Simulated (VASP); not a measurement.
# PtSe2 in VASP: notebook, part 2 of 2

VASP 6.6.1. Earlier steps stand in the parts before.

**4. Relaxation of cell and atoms, PBEsol**

This run uses another cell than the first one, of 19.86 Å³/atom.

File INCAR:

```
ALGO = Normal
EDIFF = 1E-6
EDIFFG = -0.005
ENCUT = 600
GGA = PS
IBRION = 2
ISIF = 3
ISMEAR = 0
LASPH = True
LCHARG = False
LREAL = False
LWAVE = False
NELM = 60
NSW = 100
PREC = Accurate
SIGMA = 0.1
```

File KPOINTS:

```
k-points
0
Gamma
  12 12 10
```

File POSCAR:

```
PtSe2
1.0
    3.7593610432      0.0000000000      0.0000000000
   -1.8796805216      3.2557021654      0.0000000000
    0.0000000000      0.0000000000      4.8685550621
Pt Se
1 2
Direct
    0.0000000000      0.0000000000      0.0000000000
    0.6666666667      0.3333333333      0.7393682785
    0.3333333333      0.6666666667      0.2606317215
```

Potentials or basis: VASP PAW PBE potentials, release 64 (Pt, Se).

The run is started by

```console
cat potpaw_PBE.64/Pt/POTCAR potpaw_PBE.64/Se/POTCAR > POTCAR
mpirun -np 1 vasp_std > vasp.out
```

OUTCAR:

```text
EDIFF = 1E-6
   EDIFFG = -0.005
   ENCUT = 600
   GGA = PS
   IBRION = 2
   ISIF = 3
   ISMEAR = 0
   LASPH = True
   LREAL = False
   NELM = 60
   NSW = 100
   PREC = Accurate

 ion  position               nearest neighbor table
   1  0.000  0.000  0.000-   2 2.51   3 2.51   3 2.51   2 2.51   2 2.51   3 2.51
   2  0.667  0.333  0.739-   1 2.51   1 2.51   1 2.51
   3  0.333  0.667  0.261-   1 2.51   1 2.51   1 2.51

  LATTYP: Found a hexagonal cell.
 ALAT       =     3.7593610432
 C/A-ratio  =     1.2950485485

  Lattice vectors:

 A1 = (   3.7593610432,   0.0000000000,   0.0000000000)
 A2 = (  -1.8796805216,   3.2557021654,   0.0000000000)
 A3 = (   0.0000000000,   0.0000000000,   4.8685550621)

Analysis of symmetry for initial positions (statically):
=====================================================================
 Subroutine PRICEL returns:
 Original cell was already a primitive cell.

 Routine SETGRP: Setting up the symmetry group for a
 hexagonal supercell.

 Subroutine GETGRP returns: Found 12 space group operations
 (whereof 12 operations were pure point group operations)
 out of a pool of 24 trial point group operations.

The static configuration has the point symmetry D_3d.

Analysis of symmetry for dynamics (positions and initial velocities):
=====================================================================
 Subroutine PRICEL returns:
 Original cell was already a primitive cell.

 Routine SETGRP: Setting up the symmetry group for a
 hexagonal supercell.

 Subroutine GETGRP returns: Found 12 space group operations
 (whereof 12 operations were pure point group operations)
 out of a pool of 24 trial point group operations.

The dynamic configuration has the point symmetry D_3d.

 Subroutine INISYM returns: Found 12 space group operations
 (whereof 12 operations are pure point group operations),
 and found     1 'primitive' translations

----------------------------------------------------------------------------------------

                                     Primitive cell

  volume of cell :      59.5880

  direct lattice vectors                    reciprocal lattice vectors
     3.759361043  0.000000000  0.000000000     0.266002650  0.153576702  0.000000000
    -1.879680522  3.255702165  0.000000000     0.000000000  0.307153403  0.000000000
     0.000000000  0.000000000  4.868555062     0.000000000  0.000000000  0.205399752

  length of vectors
     3.759361043  3.759361043  4.868555062     0.307153403  0.307153403  0.205399752

  position of ions in fractional coordinates (direct lattice)
     0.000000000  0.000000000  0.000000000
     0.666666667  0.333333333  0.739368279
     0.333333333  0.666666667  0.260631721

  ion indices of the primitive-cell ions
   primitive index   ion index
                 1           1
                 2           2
                 3           3

----------------------------------------------------------------------------------------

 KPOINTS: k-points

Automatic generation of k-mesh.
 Grid dimensions read from file:
 generate k-points for:   12   12   10

 Generating k-lattice:

  Cartesian coordinates                     Fractional coordinates (reciprocal lattice)
     0.022166888  0.012798058  0.000000000     0.083333333  0.000000000  0.000000000
[... 53 lines left out ...]
   ISPIN  =      1    spin polarized calculation?
   LNONCOLLINEAR =      F non collinear calculations
   LSORBIT =      F    spin-orbit coupling
   LASPH  =      T    aspherical Exc in radial PAW
   ENCUT  =  600.0 eV  44.10 Ry    6.64 a.u.   7.51  7.51  9.72*2*pi/ulx,y,z
   NELM   =     60;   NELMIN=  2; NELMDL= -5     # of ELM steps
   EDIFF  = 0.1E-05   stopping-criterion for ELM
   LREAL  =      F    real-space projection
   EDIFFG = -.5E-02   stopping-criterion for IOM
   NSW    =    100    number of steps for IOM
   IBRION =      2    ionic relax: 0-MD 1-quasi-New 2-CG
   NFREE  =      1    steps in history (QN), initial steepest desc. (CG)
   ISIF   =      3    stress and relaxation
   ISYM   =      2    0-nonsym 1-usesym 2-fastsym
   POTIM  = 0.5000    time-step for ionic-motion
   TEBEG  =    0.0;   TEEND  =   0.0 temperature during run
   PSTRESS=    0.0 pullay stress
   NELECT =      22.0000    total number of electrons
   NUPDOWN=      -1.0000    fix difference up-down
   EMIN   =  10.00;   EMAX   =-10.00  energy-range for DOS
   EFERMI =   0.00;   METHOD = LEGACY
   ISMEAR =     0;   SIGMA  =   0.10  broadening in eV -4-tet -1-fermi 0-gaus
   EFERMI_NEDOS =   21; number of points for ismear=-14 and -15
   IALGO  =     38    algorithm
   IMIX   =      4    mixing-type and parameters
     AMIX     =   0.40;   BMIX     =  1.00
     AMIX_MAG =   1.60;   BMIX_MAG =  1.00
  volume/ion in A,a.u.               =      19.86       134.04
  Fermi-wavevector in a.u.,A,eV,Ry     =   1.174436  2.219363 18.766524  1.379301
  Thomas-Fermi vector in A             =   2.310833
   LORBIT       =      0    0 simple, 1 ext, 2 COOP (PROOUT), +10 PAW based schemes
   GGA     = PS    functional components
   LHFCALC =     F    Hartree Fock is set to
   AEXX    =    0.0000 exact exchange contribution
   IVDW    =     0    specifies the selected vdW correction
   LEPSILON=     F    determine dielectric tensor
   LRPA    =     F    only Hartree local field effects (RPA)
 conjugate gradient relaxation of ions
 non-spin polarized calculation
 Gauss-broadening in eV      SIGMA  =   0.10
  energy-cutoff  :      600.00
  volume of cell :       59.59
 maximum number of plane-waves:      2012
   NGX = 15   NGY = 15   NGZ = 19

--------------------------------------- Ionic step        1  -------------------------------------------

 number of electron      22.0000002 magnetization

 Free energy of the ion-electron system (eV)
  ---------------------------------------------------
  ext. energy  EPLUGINS =         0.00000000
  ---------------------------------------------------
  free energy    TOTEN  =       -15.90728701 eV

  energy without entropy =      -15.90279469  energy(sigma->0) =      -15.90504085

------------------------ aborting loop because EDIFF is reached ----------------------------------------

  FORCE on cell =-STRESS in cart. coord.  units (eV):
  Direction    XX          YY          ZZ          XY          YZ          ZX
  --------------------------------------------------------------------------------------
  -------------------------------------------------------------------------------------
  Total        0.0470139      0.0470139      0.0218844      0.0000000      0.0000000      0.0000000
  in kB        1.2640895      1.2640895      0.5884183      0.0000000      0.0000000      0.0000000
  external PRESSURE =       1.0388658 kB  Pullay stress =       0.0000000 kB
[... 61 lines left out ...]
--------------------------------------- Ionic step        3  -------------------------------------------

 number of electron      22.0000002 magnetization

 Free energy of the ion-electron system (eV)
  ---------------------------------------------------
  ext. energy  EPLUGINS =         0.00000000
  ---------------------------------------------------
  free energy    TOTEN  =       -15.90730174 eV

  energy without entropy =      -15.90280978  energy(sigma->0) =      -15.90505576

 E-fermi :   6.5509     XC(G=0): -10.9529

 val. band max:        6.5333007468   @ k =   0.0000   0.1667   0.1000
 cond. band min:       6.5534683462   @ k =  -0.2500  -0.4167   0.1000
 fundamental gap:      0.0201675995
 Fermi energy:         6.5509110559

 k-point     1 :       0.0000    0.0000    0.0000
  band No.  band energies     occupation
      1      -9.1582      2.00000
      2      -6.0937      2.00000
      3      -0.6253      2.00000
      4       0.2100      2.00000
      5       0.2100      2.00000
      6       2.6911      2.00000
      7       2.6911      2.00000
      8       4.0701      2.00000
      9       5.5276      2.00000
     10       5.5276      2.00000
     11       7.2834      0.00000
     12       7.7435      0.00000
     13       7.7435      0.00000
     14       9.8235      0.00000
[... 401 lines left out ...]
      2      -6.3361      2.00000
      3      -0.3032      2.00000
      4       0.3695      2.00000
      5       0.6514      2.00000
      6       2.0614      2.00000
      7       2.5381      2.00000
      8       3.4324      2.00000
      9       4.7035      2.00000
     10       5.3240      2.00000
     11       6.5333      1.19668
     12       7.6348      0.00000
     13       7.7492      0.00000
     14      11.1786      0.00000
     15      11.6969      0.00000

 [... further k-points ...]

------------------------ aborting loop because EDIFF is reached ----------------------------------------

  FORCE on cell =-STRESS in cart. coord.  units (eV):
  Direction    XX          YY          ZZ          XY          YZ          ZX
  --------------------------------------------------------------------------------------
  -------------------------------------------------------------------------------------
  Total        0.0000815      0.0000815     -0.0109668      0.0000000      0.0000000      0.0000000
  in kB        0.0021892      0.0021892     -0.2946737      0.0000000      0.0000000      0.0000000
  external PRESSURE =      -0.0967651 kB  Pullay stress =       0.0000000 kB
[... 18 lines left out ...]
  FREE ENERGIE OF THE ION-ELECTRON SYSTEM (eV)
  ---------------------------------------------------
  free  energy   TOTEN  =       -15.9073017423 eV

  energy  without entropy=      -15.9028097849  energy(sigma->0) =      -15.90505576

 reached required accuracy - stopping structural energy minimisation
```

OSZICAR:

```text
N       E                     dE             d eps       ncg     rms          rms(c)
DAV:   1     0.125020308980E+03    0.12502E+03   -0.11150E+04  4868   0.146E+03
DAV:   2    -0.111967461834E+02   -0.13622E+03   -0.13328E+03  6213   0.253E+02
[... 17 lines left out ...]
   2 F= -.15907245E+02 E0= -.15904998E+02  d E =0.424386E-04
       N       E                     dE             d eps       ncg     rms          rms(c)
DAV:   1    -0.159075049906E+02   -0.25998E-03   -0.45980E-03  5098   0.601E-01    0.929E-02
DAV:   2    -0.159073500581E+02    0.15493E-03   -0.96874E-04  5112   0.330E-01    0.598E-02
DAV:   3    -0.159073090642E+02    0.40994E-04   -0.10224E-04  5196   0.111E-01    0.250E-02
DAV:   4    -0.159073017336E+02    0.73306E-05   -0.43810E-05  5182   0.388E-02    0.768E-03
DAV:   5    -0.159073017423E+02   -0.87387E-08   -0.16634E-06  3587   0.124E-02
   3 F= -.15907302E+02 E0= -.15905056E+02  d E =-.147300E-04
```

CONTCAR:

```text
PtSe2
   1.00000000000000
     3.7603849160073408   -0.0000000000000000    0.0000000000000000
    -1.8801924580036704    3.2565888652613939    0.0000000000000000
    -0.0000000000000000    0.0000000000000000    4.8691722827223831
  Pt              Se
     1     2
Direct
     0.0000000000000000    1.0000000000000000    0.0000000000000000
     0.6666666667000030    0.3333333332999970    0.7393126854329158
     0.3333333332999970    0.6666666667000030    0.2606873145670841

  0.00000000E+00  0.00000000E+00  0.00000000E+00
  0.00000000E+00  0.00000000E+00  0.00000000E+00
  0.00000000E+00  0.00000000E+00  0.00000000E+00
```

Wall time 3.3 min (1 thread of Intel Xeon Platinum 8259CL at 2.50GHz (Skylake/Cascade Lake), shared host); peak memory 0.34 GiB.

Results:

| Property | Result |
| --- | --- |
| Free energy | -15.9073 eV |
| Relaxed volume | 19.88 Å³/atom |
| Relaxed cell | a = 3.760 Å, b = 3.760 Å, c = 4.869 Å, α = 90.00°, β = 90.00°, γ = 120.00° |
| Space group after relaxing (to 0.1 Å) | P-3m1 (No. 164) |
| Energy gained by relaxing | 0.0 meV/atom |
| Ionic steps | 3 |
| Pressure after relaxing | 0.0 GPa |
| Largest force after relaxing | 0.005 eV/Å |
| Band gap on the k mesh | zero (bands 11 and 12 overlap by 0.77 eV) |

Forces in eV/Å, atoms in the order of the input:
```
Pt   0.000  0.000  0.000
Se   0.000  0.000 -0.005
Se   0.000  0.000  0.005
```

Final structure:
```xyz
3
Lattice="3.7604 0.0000 0.0000 -1.8802 3.2566 0.0000 0.0000 0.0000 4.8692" Properties=species:S:1:pos:R:3 pbc="T T T"
Pt   -1.8802    3.2566    0.0000
Se    1.8802    1.0855    3.5998
Se    0.0000    2.1711    1.2693
```

Caveat: the PAW data sets were made with another functional, which shifts forces and pressure a little; spin-orbit coupling is left out, which moves the levels of the heavy elements.

**5. Single point, PBEsol (shear of c along a, cell held: +2.0 %, then relaxed in part)**

File INCAR:

```
ALGO = Fast
EDIFF = 1E-6
ENCUT = 520
GGA = PS
ISIF = 2
ISMEAR = 0
LASPH = True
LCHARG = False
LREAL = False
LWAVE = False
NBANDS = 18
NELM = 60
PREC = Accurate
SIGMA = 0.1
```

File KPOINTS:

```
k-points
0
Gamma
  18 18 12
```

File POSCAR:

```
PtSe2
1.0
    3.7593610433      0.0000000000      0.0000000000
   -1.8796805217      3.2557021655      0.0000000000
    0.0973711012      0.0000000000      4.8685550597
Pt Se
1 2
Direct
    0.0000000000      0.0000000000      0.0000000000
    0.6724993075      0.3332843079      0.7394976852
    0.3275006925      0.6667156921      0.2605023148
```

The run is started by

```console
cat potpaw_PBE.64/Pt/POTCAR potpaw_PBE.64/Se/POTCAR > POTCAR
mpirun -np 1 vasp_std > vasp.out
```

Run time: 27 min. Hardware: 1 thread of Oxide Virtual Turin-like, shared host; peak memory 1.9 GiB.

Results (log left out):

- Free energy: -15.9046 eV
- Pressure: 0.2 GPa
- Largest force: 0.014 eV/Å
- Band gap on the k mesh: zero (bands 11 and 12 overlap by 0.86 eV)

Forces in eV/Å, atoms in the order of the input:
```
Pt   0.000  0.000  0.000
Se  -0.002  0.001 -0.013
Se   0.002 -0.001  0.013
```

Stress tensor (GPa, compression positive):
```
 0.23  0.42 -0.73
 0.42  0.18 -0.04
-0.73 -0.04  0.14
```

Levels at points of the mesh, in eV from the Fermi level:
```
           k point  band 7  band 8  band 9  band 10  band 11  band 12  band 13  band 14  band 15  band 16
(0.00, 0.00, 0.00)   -3.86   -2.48   -1.08    -0.97     0.74     1.15     1.26     3.27     4.06     7.15
(0.50, 0.00, 0.00)   -3.83   -3.67   -3.38    -3.32    -2.95     0.52     2.46     4.91     5.99     7.06
(0.50, 0.50, 0.00)   -3.74   -3.69   -3.38    -3.31    -2.91     0.56     2.51     4.90     5.93     6.91
(0.00, 0.50, 0.00)   -3.82   -3.66   -3.38    -3.31    -2.93     0.54     2.48     4.91     5.94     7.00
(0.00, 0.00, 0.50)   -3.91   -2.95   -1.72    -1.68    -1.57     2.27     2.42     4.84     6.42     6.50
(0.50, 0.00, 0.50)   -3.42   -3.40   -3.12    -2.71    -1.16     0.75     1.52     4.68     4.82     7.66
(0.50, 0.50, 0.50)   -3.40   -3.40   -3.13    -2.70    -1.15     0.72     1.42     4.83     4.86     7.40
(0.00, 0.50, 0.50)   -3.42   -3.40   -3.12    -2.71    -1.14     0.74     1.47     4.77     4.82     7.53
```

Caveat: the cell differs from its parent crystal (shear of c along a, cell held: +2.0 %, then relaxed in part); the PAW data sets were made with another functional, which shifts forces and pressure a little; spin-orbit coupling is left out, which moves the levels of the heavy elements.

**6. Summary**

```tsv
task	cell	k mesh	cutoff (eV)	gap on the mesh (eV)	pressure (GPa)	largest force (eV/Å)
single point	a = 3.717, b = 3.717, c = 5.820 Å, angles 90.0, 90.0, 120.0°, 3 atoms, atomic positions A	6 × 6 × 4	520	0.69	-1.8	0.21
single point	a = 3.759, b = 3.759, c = 4.869 Å, angles 90.0, 90.0, 120.0°, 3 atoms, atomic positions B	12 × 12 × 10	520	none	0.1	0.02
relaxation of cell and atoms	relaxed from a = 3.759, b = 3.759, c = 4.869 Å, angles 90.0, 90.0, 120.0°, 3 atoms, atomic positions B	12 × 12 × 10	600	none	0.0	-
single point	a = 3.759, b = 3.759, c = 4.870 Å, angles 90.6, 88.9, 120.0°, 3 atoms, atomic positions C	18 × 18 × 12	520	none	0.2	0.01
```

Alike in all rows: level PBEsol; potentials or basis VASP PAW PBE potentials, release 64 (Pt, Se); no spin polarisation; smearing gaussian 0.1 eV.

Caveats: the PAW data sets were made with another functional, which shifts forces and pressure a little; spin-orbit coupling is left out, which moves the levels of the heavy elements; this functional lacks dispersion, which binds the layers, so the pressure and a relaxed spacing across them are unreliable (at least some runs).

Absolute energies hang on the potentials; compare differences alone.
